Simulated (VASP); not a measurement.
# TiRh (P4/mmm) in VASP: further runs, part 2 of 2

VASP 6.6.1. Earlier steps stand in the parts before.

**3. Relaxation of shape and atoms at fixed volume, LDA (13.80 Å³/atom)**

This run uses another cell than the first one, of 13.80 Å³/atom.

The input, INCAR:

```
  PREC = Accurate
  ENCUT = 600
  EDIFF = 1E-6
  ISMEAR = -1
  SIGMA = 0.15
  LREAL = F
  LASPH = T
  NELM = 100
  ALGO = Fast
  ISIF = 4
  LWAVE = F
  LCHARG = F
  GGA = CA
  IBRION = 2
  NSW = 80
  EDIFFG = -0.001
```

The input, KPOINTS:

```
Automatic mesh
0
Gamma
  14 14 12
```

The input, POSCAR:

```
TiRh
1.0
    2.8824162830      0.0000000000      0.0000000000
    0.0000000000      2.8824162830      0.0000000000
    0.0000000000      0.0000000000      3.3226960422
Ti Rh
1 1
Direct
    0.5000000000      0.5000000000      0.5000000000
    0.0000000000      0.0000000000      0.0000000000
```

Potentials or basis: VASP PAW LDA potentials, release 64 (Ti_sv, Rh_pv).

Run with:

```bash
$ cat potpaw_LDA.64/Ti_sv/POTCAR potpaw_LDA.64/Rh_pv/POTCAR > POTCAR
$ mpirun -np 1 vasp_std > vasp.out
```

OUTCAR:

```text
PREC = Accurate
   ENCUT = 600
   EDIFF = 1E-6
   ISMEAR = -1
   LREAL = F
   LASPH = T
   NELM = 100
   ISIF = 4
   GGA = CA
   IBRION = 2
   NSW = 80
   EDIFFG = -0.001

 ion  position               nearest neighbor table
   1  0.500  0.500  0.500-   2 2.63   2 2.63   2 2.63   2 2.63   2 2.63   2 2.63   2 2.63   2 2.63

   2  0.000  0.000  0.000-   1 2.63   1 2.63   1 2.63   1 2.63   1 2.63   1 2.63   1 2.63   1 2.63

  LATTYP: Found a simple tetragonal cell.
 ALAT       =     2.8824162830
 C/A-ratio  =     1.1527467638

  Lattice vectors:

 A1 = (   2.8824162830,   0.0000000000,   0.0000000000)
 A2 = (   0.0000000000,   2.8824162830,   0.0000000000)
 A3 = (   0.0000000000,   0.0000000000,   3.3226960422)

Analysis of symmetry for initial positions (statically):
=====================================================================
 Subroutine PRICEL returns:
 Original cell was already a primitive cell.

 Routine SETGRP: Setting up the symmetry group for a
 simple tetragonal supercell.

 Subroutine GETGRP returns: Found 16 space group operations
 (whereof 16 operations were pure point group operations)
 out of a pool of 16 trial point group operations.

The static configuration has the point symmetry D_4h.

Analysis of symmetry for dynamics (positions and initial velocities):
=====================================================================
 Subroutine PRICEL returns:
 Original cell was already a primitive cell.

 Routine SETGRP: Setting up the symmetry group for a
 simple tetragonal supercell.

 Subroutine GETGRP returns: Found 16 space group operations
 (whereof 16 operations were pure point group operations)
 out of a pool of 16 trial point group operations.

The dynamic configuration has the point symmetry D_4h.

 Subroutine INISYM returns: Found 16 space group operations
 (whereof 16 operations are pure point group operations),
 and found     1 'primitive' translations

----------------------------------------------------------------------------------------

                                     Primitive cell

  volume of cell :      27.6060

  direct lattice vectors                    reciprocal lattice vectors
     2.882416283  0.000000000  0.000000000     0.346931151  0.000000000  0.000000000
     0.000000000  2.882416283  0.000000000     0.000000000  0.346931151  0.000000000
     0.000000000  0.000000000  3.322696042     0.000000000  0.000000000  0.300960421

  length of vectors
     2.882416283  2.882416283  3.322696042     0.346931151  0.346931151  0.300960421

  position of ions in fractional coordinates (direct lattice)
     0.500000000  0.500000000  0.500000000
     0.000000000  0.000000000  0.000000000

  ion indices of the primitive-cell ions
   primitive index   ion index
                 1           1
                 2           2

----------------------------------------------------------------------------------------

 KPOINTS: Automatic mesh

Automatic generation of k-mesh.
 Grid dimensions read from file:
[... 44 lines left out ...]
  0.285714  0.214286  0.000000      8.000000
  0.357143  0.214286  0.000000      8.000000
 [... further k-points ...]
   k-points           NKPTS =    252   k-points in BZ     NKDIM =    252   number of bands    NBANDS=     17
   number of dos      NEDOS =    301   number of ions     NIONS =      2
   total plane-waves  NPLWV =  16128
   dimension x,y,z NGX =    24 NGY =   24 NGZ =   28
   dimension x,y,z NGXF=    48 NGYF=   48 NGZF=   56
   ions per type =               1   1
   NGX,Y,Z   is equivalent  to a cutoff of  13.84, 13.84, 14.01 a.u.
   NGXF,Y,Z  is equivalent  to a cutoff of  27.68, 27.68, 28.02 a.u.
 SYSTEM =  unknown system
   PREC   = accura    normal or accurate (medium, high low for compatibility)
   ISTART =      0    job   : 0-new  1-cont  2-samecut
   ICHARG =      2    charge: 1-file 2-atom 10-const
   ISPIN  =      1    spin polarized calculation?
   LNONCOLLINEAR =      F non collinear calculations
   LSORBIT =      F    spin-orbit coupling
   LASPH  =      T    aspherical Exc in radial PAW
   ENCUT  =  600.0 eV  44.10 Ry    6.64 a.u.   5.76  5.76  6.64*2*pi/ulx,y,z
   NELM   =    100;   NELMIN=  2; NELMDL= -5     # of ELM steps
   EDIFF  = 0.1E-05   stopping-criterion for ELM
   LREAL  =      F    real-space projection
   EDIFFG = -.1E-02   stopping-criterion for IOM
   NSW    =     80    number of steps for IOM
   IBRION =      2    ionic relax: 0-MD 1-quasi-New 2-CG
   NFREE  =      1    steps in history (QN), initial steepest desc. (CG)
   ISIF   =      4    stress and relaxation
   ISYM   =      2    0-nonsym 1-usesym 2-fastsym
   POTIM  = 0.5000    time-step for ionic-motion
   TEBEG  =    0.0;   TEEND  =   0.0 temperature during run
   PSTRESS=    0.0 pullay stress
   NELECT =      27.0000    total number of electrons
   NUPDOWN=      -1.0000    fix difference up-down
   EMIN   =  10.00;   EMAX   =-10.00  energy-range for DOS
   EFERMI =   0.00;   METHOD = LEGACY
   ISMEAR =    -1;   SIGMA  =   0.15  broadening in eV -4-tet -1-fermi 0-gaus
   EFERMI_NEDOS =   21; number of points for ismear=-14 and -15
   IALGO  =     68    algorithm
   IMIX   =      4    mixing-type and parameters
     AMIX     =   0.40;   BMIX     =  1.00
     AMIX_MAG =   1.60;   BMIX_MAG =  1.00
  volume/ion in A,a.u.               =      13.80        93.15
  Fermi-wavevector in a.u.,A,eV,Ry     =   1.625030  3.070862 35.929216  2.640723
  Thomas-Fermi vector in A             =   2.718220
   LORBIT       =      0    0 simple, 1 ext, 2 COOP (PROOUT), +10 PAW based schemes
   GGA     = CA    functional components
   LHFCALC =     F    Hartree Fock is set to
   AEXX    =    0.0000 exact exchange contribution
   IVDW    =     0    specifies the selected vdW correction
   LEPSILON=     F    determine dielectric tensor
   LRPA    =     F    only Hartree local field effects (RPA)
 conjugate gradient relaxation of ions
 non-spin polarized calculation
 RMM-DIIS sequential band-by-band and
  energy-cutoff  :      600.00
  volume of cell :       27.61
 maximum number of plane-waves:       945
 NGX is ok and might be reduce to    24
   NGX = 11   NGY = 11   NGZ = 13

--------------------------------------- Ionic step        1  -------------------------------------------

 number of electron      27.0000005 magnetization

 Free energy of the ion-electron system (eV)
  ---------------------------------------------------
  ext. energy  EPLUGINS =         0.00000000
  ---------------------------------------------------
  free energy    TOTEN  =       -18.81772959 eV

  energy without entropy =      -18.66342041  energy(sigma->0) =      -18.74057500

------------------------ aborting loop because EDIFF is reached ----------------------------------------

  FORCE on cell =-STRESS in cart. coord.  units (eV):
  Direction    XX          YY          ZZ          XY          YZ          ZX
  --------------------------------------------------------------------------------------
  -------------------------------------------------------------------------------------
  Total        0.9000032      0.9000032      0.9274523      0.0000000      0.0000000     -0.0000000
  in kB       52.2336792     52.2336792     53.8267511      0.0000000      0.0000000     -0.0000000
  external PRESSURE =      52.7647032 kB  Pullay stress =       0.0000000 kB
[... 131 lines left out ...]
--------------------------------------- Ionic step        5  -------------------------------------------

 number of electron      27.0000005 magnetization

 Free energy of the ion-electron system (eV)
  ---------------------------------------------------
  ext. energy  EPLUGINS =         0.00000000
  ---------------------------------------------------
  free energy    TOTEN  =       -18.81774940 eV

  energy without entropy =      -18.66358265  energy(sigma->0) =      -18.74066602

 E-fermi :  11.5999     XC(G=0): -13.6337

 val. band max:       11.5987428039   @ k =   0.5000   0.2143   0.3333
 cond. band min:      11.6011382537   @ k =   0.5000   0.1429   0.5000
 fundamental gap:      0.0023954498
 Fermi energy:        11.5998778379

 k-point     1 :       0.0000    0.0000    0.0000
  band No.  band energies     occupation
      1     -44.9270      2.00000
      2     -35.0684      2.00000
      3     -34.9727      2.00000
      4     -34.9727      2.00000
      5     -21.5109      2.00000
      6     -21.3484      2.00000
[... 457 lines left out ...]
      4     -35.0358      2.00000
      5     -21.6763      2.00000
      6     -21.4828      2.00000
[... 9 lines left out ...]
     16      12.7733      0.00080
     17      13.3905      0.00001

 [... further k-points ...]

------------------------ aborting loop because EDIFF is reached ----------------------------------------

  FORCE on cell =-STRESS in cart. coord.  units (eV):
  Direction    XX          YY          ZZ          XY          YZ          ZX
  --------------------------------------------------------------------------------------
  -------------------------------------------------------------------------------------
  Total        0.8807225      0.8807225      0.8832438      0.0000000      0.0000000      0.0000000
  in kB       51.1146783     51.1146783     51.2610110      0.0000000      0.0000000      0.0000000
  external PRESSURE =      51.1634559 kB  Pullay stress =       0.0000000 kB
[... 17 lines left out ...]
  FREE ENERGIE OF THE ION-ELECTRON SYSTEM (eV)
  ---------------------------------------------------
  free  energy   TOTEN  =       -18.8177494029 eV

  energy  without entropy=      -18.6635826455  energy(sigma->0) =      -18.74066602

 reached required accuracy - stopping structural energy minimisation
```

OSZICAR:

```text
N       E                     dE             d eps       ncg     rms          rms(c)
DAV:   1     0.313298719338E+03    0.31330E+03   -0.16783E+04  8568   0.210E+03
DAV:   2     0.118235455594E+01   -0.31212E+03   -0.30850E+03  8858   0.567E+02
[... 39 lines left out ...]
   4 F= -.18817747E+02 E0= -.18740638E+02  d E =-.175876E-04
       N       E                     dE             d eps       ncg     rms          rms(c)
DAV:   1    -0.188177873131E+02   -0.39412E-04   -0.17199E-03  9238   0.509E-01    0.409E-02
RMM:   2    -0.188177583009E+02    0.29012E-04   -0.38248E-05  9527   0.657E-02    0.207E-02
RMM:   3    -0.188177521167E+02    0.61842E-05   -0.29207E-05  9426   0.478E-02    0.141E-02
RMM:   4    -0.188177491557E+02    0.29609E-05   -0.10953E-05  9346   0.327E-02    0.253E-03
RMM:   5    -0.188177494029E+02   -0.24713E-06   -0.36323E-06  7269   0.123E-02
   5 F= -.18817749E+02 E0= -.18740666E+02  d E =-.198143E-04
```

It took 2.1 min on 1 thread of Intel Xeon 6975P-C (Granite Rapids), shared host; peak memory 0.26 GiB.

Results:

```
Free energy               : -18.8177 eV
Energy gained by relaxing : 0.0 meV/atom
Ionic steps               : 5
Pressure after relaxing   : 5.1 GPa
Band gap on the k mesh    : zero (an odd number of electrons rules out a gap without spin polarisation)
```

Final structure:
```
Ti Rh
1.0
     2.88092    0.00000    0.00000
     0.00000    2.88092    0.00000
     0.00000    0.00000    3.32614
Ti Rh
1 1
Direct
  0.50000 0.50000 0.50000
  0.00000 0.00000 0.00000
```

Levels at points of the mesh, in eV from the Fermi level:
```tsv
k point	band 10	band 11	band 12	band 13	band 14	band 15	band 16	band 17
(0.00, 0.00, 0.00)	-5.53	-2.59	-2.59	-1.65	0.27	1.47	2.91	3.06
(0.50, 0.00, 0.00)	-3.33	-3.21	-2.49	-1.71	-1.02	-0.31	0.76	1.70
(0.50, 0.50, 0.00)	-4.61	-4.61	-0.19	1.02	1.92	1.92	2.45	3.30
(0.00, 0.00, 0.50)	-3.97	-2.27	-2.27	-1.42	-1.24	-0.57	1.02	1.02
(0.50, 0.00, 0.50)	-3.41	-3.25	-1.56	0.37	0.75	0.76	0.85	2.87
(0.50, 0.50, 0.50)	-4.03	-2.26	-1.58	-1.58	-1.07	-0.17	2.46	3.33
```

**4. Relaxation of cell and atoms, LDA**

This run uses another cell than the first one, of 14.06 Å³/atom.

The input, INCAR:

```
SYSTEM = TiRh
PREC     = Accurate       ! precision mode
ENCUT    = 600            ! plane-wave cutoff, eV
EDIFF    = 1E-7           ! SCF threshold, eV
ISMEAR   = -1             ! smearing method
SIGMA    = 0.15           ! smearing width, eV
LREAL    = .False.        ! projectors in reciprocal space
LASPH    = .True.         ! aspherical terms in the spheres
NELM     = 60             ! most SCF steps
ALGO     = Fast           ! electronic algorithm
ISIF     = 3              ! what is computed and relaxed
LWAVE    = .False.        ! write WAVECAR
LCHARG   = .False.        ! write CHGCAR
IBRION   = 2              ! ionic algorithm
NSW      = 80             ! ionic steps
EDIFFG   = -0.001         ! ionic threshold
```

The input, KPOINTS:

```
regular mesh
0
Gamma
  14 14 12
  0 0 0
```

The input, POSCAR:

```
TiRh
1.0
    2.9001087334      0.0000000000      0.0000000000
    0.0000000000      2.9001087334      0.0000000000
    0.0000000000      0.0000000000      3.3426011897
Ti Rh
1 1
Direct
    0.5000000000      0.5000000000      0.5000000000
    0.0000000000      0.0000000000      0.0000000000
```

Run with:

```bash
$ cat potpaw_LDA.64/Ti_sv/POTCAR potpaw_LDA.64/Rh_pv/POTCAR > POTCAR
$ mpirun -np 1 vasp_std > vasp.out
```

Run time: 3.6 min. Hardware: 1 thread of Intel Xeon 6975P-C (Granite Rapids), shared host; peak memory 0.27 GiB.

The run converged. Its results:

```
Free energy                           : -18.8279 eV
Relaxed volume                        : 14.11 Å³/atom
Relaxed cell                          : a = 2.904 Å, b = 2.904 Å, c = 3.347 Å, α = 90.00°, β = 90.00°, γ = 90.00°
Space group after relaxing (to 0.1 Å) : P4/mmm (No. 123)
Energy gained by relaxing             : 0.1 meV/atom
Ionic steps                           : 3
Pressure after relaxing               : 0.0 GPa
Band gap on the k mesh                : zero (an odd number of electrons rules out a gap without spin polarisation)
```

Step by step:
| step | energy change (eV) | largest force (eV/Å) | pressure (GPa) | volume (Å³) |
| --- | --- | --- | --- | --- |
| 1 | 0.0000 | 0.0000 | 0.86 | 28.11 |
| 2 | 0.0007 | 0.0000 | -1.53 | 28.42 |
| 3 | -0.0003 | 0.0000 | -0.01 | 28.22 |

Final structure:
```yaml
crystal:
  lattice:
    - [2.90381, 0.00000, 0.00000]
    - [0.00000, 2.90381, 0.00000]
    - [0.00000, 0.00000, 3.34704]
  atoms:
    - { symbol: Ti, position: [0.50000, 0.50000, 0.50000] }
    - { symbol: Rh, position: [0.00000, 0.00000, 0.00000] }
```

Levels at points of the mesh, in eV from the Fermi level:
| k point | band 11 | band 12 | band 13 | band 14 | band 15 | band 16 |
| --- | --- | --- | --- | --- | --- | --- |
| (0.00, 0.00, 0.00) | -2.52 | -2.52 | -1.62 | 0.27 | 1.43 | 2.83 |
| (0.50, 0.00, 0.00) | -3.17 | -2.43 | -1.67 | -0.96 | -0.29 | 0.75 |
| (0.50, 0.50, 0.00) | -4.47 | -0.21 | 0.97 | 1.84 | 1.84 | 2.36 |
| (0.00, 0.00, 0.50) | -2.22 | -2.22 | -1.35 | -1.22 | -0.57 | 0.99 |
| (0.50, 0.00, 0.50) | -3.16 | -1.51 | 0.34 | 0.73 | 0.74 | 0.81 |
| (0.50, 0.50, 0.50) | -2.19 | -1.54 | -1.54 | -1.05 | -0.19 | 2.40 |

**5. Relaxation of shape and atoms at fixed volume, LDA (14.37 Å³/atom)**

The input, INCAR:

```
SYSTEM = TiRh
ALGO = Fast ; EDIFF = 1E-7
EDIFFG = -0.001 ; ENCUT = 600
GGA = CA ; IBRION = 2
ISIF = 4 ; ISMEAR = -1
LASPH = .True. ; LCHARG = .False.
LREAL = .False. ; LWAVE = .False.
NELM = 100 ; NSW = 80
PREC = Accurate ; SIGMA = 0.15
```

The input, KPOINTS:

```
k-points
0
Gamma
  14 14 12
  0 0 0
```

The input, POSCAR:

```
TiRh
1.0
    2.9211110518      0.0000000000      0.0000000000
    0.0000000000      2.9211110518      0.0000000000
    0.0000000000      0.0000000000      3.3673013116
Ti Rh
1 1
Direct
    0.5000000000      0.5000000000      0.5000000000
    0.0000000000      0.0000000000      0.0000000000
```

Run with:

```bash
$ cat potpaw_LDA.64/Ti_sv/POTCAR potpaw_LDA.64/Rh_pv/POTCAR > POTCAR
$ mpirun -np 1 vasp_std > vasp.out
```

Wall time 2.6 min (1 thread of Intel Xeon 6975P-C (Granite Rapids), shared host); peak memory 0.27 GiB.

It converged, with:

```yaml
Free_energy: -18.8223 eV
Energy_gained_by_relaxing: 0.0 meV/atom
Ionic_steps: 3
Pressure_after_relaxing: -3.8 GPa
Band_gap_on_the_k_mesh: zero (an odd number of electrons rules out a gap without spin polarisation)
```

Final structure:
```
Ti Rh
1.0
     2.92272    0.00000    0.00000
     0.00000    2.92272    0.00000
     0.00000    0.00000    3.36360
Ti Rh
1 1
Direct
  0.50000 0.50000 0.50000
  0.00000 0.00000 0.00000
```

Levels at points of the mesh, in eV from the Fermi level:
| k point | band 10 | band 11 | band 12 | band 13 | band 14 | band 15 | band 16 | band 17 |
| --- | --- | --- | --- | --- | --- | --- | --- | --- |
| (0.00, 0.00, 0.00) | -5.24 | -2.47 | -2.47 | -1.60 | 0.28 | 1.39 | 2.76 | 2.89 |
| (0.50, 0.00, 0.00) | -3.17 | -3.14 | -2.38 | -1.64 | -0.92 | -0.26 | 0.74 | 1.53 |
| (0.50, 0.50, 0.00) | -4.36 | -4.36 | -0.23 | 0.93 | 1.78 | 1.78 | 2.30 | 3.11 |
| (0.00, 0.00, 0.50) | -3.89 | -2.18 | -2.18 | -1.30 | -1.21 | -0.57 | 0.97 | 0.97 |
| (0.50, 0.00, 0.50) | -3.25 | -3.10 | -1.47 | 0.31 | 0.70 | 0.74 | 0.77 | 2.74 |
| (0.50, 0.50, 0.50) | -3.87 | -2.13 | -1.51 | -1.51 | -1.03 | -0.21 | 2.35 | 3.14 |

**6. Summary**

| task | cell | cutoff (eV) | gap on the mesh (eV) | pressure (GPa) |
| --- | --- | --- | --- | --- |
| single point | a = 2.923, b = 2.923, c = 3.364 Å, 2 atoms | 520 | none | -3.8 |
| relaxation of shape and atoms at fixed volume | relaxed from a = 2.882, b = 2.882, c = 3.323 Å, 2 atoms | 600 | none | 5.1 |
| relaxation of cell and atoms | relaxed from a = 2.900, b = 2.900, c = 3.343 Å, 2 atoms | 600 | none | 0.0 |
| relaxation of shape and atoms at fixed volume | relaxed from a = 2.921, b = 2.921, c = 3.367 Å, 2 atoms | 600 | none | -3.8 |

Alike in all rows: level LDA; potentials or basis VASP PAW LDA potentials, release 64 (Ti_sv, Rh_pv); no spin polarisation; k mesh 14 × 14 × 12; smearing fermi-dirac 0.15 eV.

Caveats: the cell stands under tension (at least some runs).

Total energies depend on the potentials used, so only differences within one code and one set of settings carry meaning.
